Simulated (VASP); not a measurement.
Write the native input for VASP 6.6.1 that does the following.

| Item | Value |
| --- | --- |
| Task | single point |
| Functional | LDA |
| Potentials or basis | VASP PAW LDA potentials, release 64 (Cl) |
| Cutoff | 520 eV |
| k mesh | 11 × 11 × 11 |
| Occupations | fermi-dirac, width 0.08 eV |
| Spin | no spin polarisation |
| Dipole correction | no |
| Further INCAR settings | ALGO = Normal; EDIFF = 1e-06; NBANDS = 14 |

The structure of Cl lies in POSCAR:

```
Cl
1.0
    0.0000000000      2.2793324646      2.2793324646
    2.2793324646      0.0000000000      2.2793324646
    2.2793324646      2.2793324646      0.0000000000
Cl
2
Direct
   -0.1250000000     -0.1250000000     -0.1250000000
    0.1250000000      0.1250000000      0.1250000000
```

This cell differs from its parent crystal: volume scaled by 0.4.

These files were run (other wordings do the same):

INCAR

```
SYSTEM = Cl
ALGO     = Normal         ! electronic algorithm
EDIFF    = 1E-6           ! SCF threshold, eV
ENCUT    = 520            ! plane-wave cutoff, eV
GGA      = CA             ! functional
ISIF     = 2              ! what is computed and relaxed
ISMEAR   = -1             ! smearing method
LASPH    = .TRUE.         ! aspherical terms in the spheres
LCHARG   = .FALSE.        ! write CHGCAR
LREAL    = .FALSE.        ! projectors in reciprocal space
LWAVE    = .FALSE.        ! write WAVECAR
NBANDS   = 14             ! bands
NELM     = 100            ! most SCF steps
PREC     = Accurate       ! precision mode
SIGMA    = 0.08           ! smearing width, eV
```

KPOINTS

```
k-points
0
G
  11 11 11
  0 0 0
```

Potentials or basis: VASP PAW LDA potentials, release 64 (Cl).

The run is started by

```bash
$ cat potpaw_LDA.64/Cl/POTCAR > POTCAR
$ mpirun -np 1 vasp_std > vasp.out
```

Results of the run:

```
Pressure               : 130.3 GPa
Band gap on the k mesh : zero (band 7 reaches 15.14 eV, above the bottom of band 8 at 8.18 eV)
```

It took 5.5 s on 1 thread of Intel(R) Xeon(R) Platinum 8375C CPU @ 2.90GHz (Ice Lake), with other jobs on the host, peak memory 0.12 GiB.
